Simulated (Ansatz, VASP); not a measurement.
# AlN in VASP and in Ansatz

File POSCAR:

```
AlN
1.0
    3.1065679352      0.0000000000      0.0000000000
   -1.5532839676      2.6903667505      0.0000000000
    0.0000000000      0.0000000000      4.9780667183
Al N
2 2
Direct
    0.3333333333      0.6666666667     -0.0353304574
    0.6666666667      0.3333333333      0.4646695426
    0.3333333333      0.6666666667      0.4173304574
    0.6666666667      0.3333333333      0.9173304574
```

INCAR.step1

```
  PREC = Accurate
  ENCUT = 520
  ISMEAR = 0
  SIGMA = 0.01
  LREAL = False
  LASPH = True
  NELM = 80
  NBANDS = 16
  GGA = PE
  ALGO = Normal
  EDIFF = 1E-4
  LWAVE = True
  LCHARG = False
```

Contents of INCAR.step2:

```
  PREC = Accurate
  ENCUT = 520
  EDIFF = 1E-6
  ISMEAR = 0
  SIGMA = 0.01
  LREAL = False
  LASPH = True
  NELM = 80
  ALGO = Normal
  ISIF = 2
  LWAVE = False
  LCHARG = False
  METAGGA = R2SCAN
  LMIXTAU = True
  NBANDS = 16
  ISTART = 1
```

File KPOINTS:

```
regular mesh
0
Gamma
  9 9 6
```

Input for Ansatz:

```yaml
crystal:
  lattice:
    - [3.1065679352, 0.0, 0.0]
    - [-1.5532839676, 2.6903667505, 0.0]
    - [0.0, 0.0, 4.9780667183]
  atoms:
    - { symbol: Al, position: [0.3333333333, 0.6666666667, -0.0353304574] }
    - { symbol: Al, position: [0.6666666667, 0.3333333333, 0.4646695426] }
    - { symbol: "N", position: [0.3333333333, 0.6666666667, 0.4173304574] }
    - { symbol: "N", position: [0.6666666667, 0.3333333333, 0.9173304574] }
basis:
  ecutwfc: 500
  xc_grid: 2
kpoints:
  mp_grid: { grid: [9, 9, 6] }
hamiltonian:
  xc: r2scan
  pseudopotentials: { kind: paw, azcp: { folder: soft_1 } }
scf:
  occupations: { method: fixed }
output:
  forces: true
  stress: true
  eigenvalues: true
  polarization: {}
```

Change from the starting cell: polar distortion scaled by 0.40.

Alike in both runs: task single point; functional r2SCAN; k mesh 9 × 9 × 6; no spin polarisation.

|  | VASP | Ansatz |
| --- | --- | --- |
| version | VASP 6.6.1 | Ansatz 0.2.0 |
| potentials or method | VASP PAW PBE potentials, release 64 (Al, N), cutoff 520 eV | scalar-relativistic, plane waves, PAW |
| occupations | gaussian, width 0.01 eV | fixed |
| valence electrons in the cell | 16 | 16 |

```csv
,VASP,Ansatz,Ansatz less VASP
gap on the k mesh at the Fermi level (eV),3.73,3.70,-0.031
least direct gap on the mesh (eV),3.73,3.70,-0.031
pressure (GPa),5.8,6.0,+0.23
"traceless stress, the component that is largest in VASP (GPa)",-17.70,-17.45,+0.247
rms of the force components (eV/Å),0.738,0.727,-0.0107
```

VASP's potentials were made for PBE, not for r2SCAN. Atom by atom the forces differ by 0.011 eV/Å (rms over components).
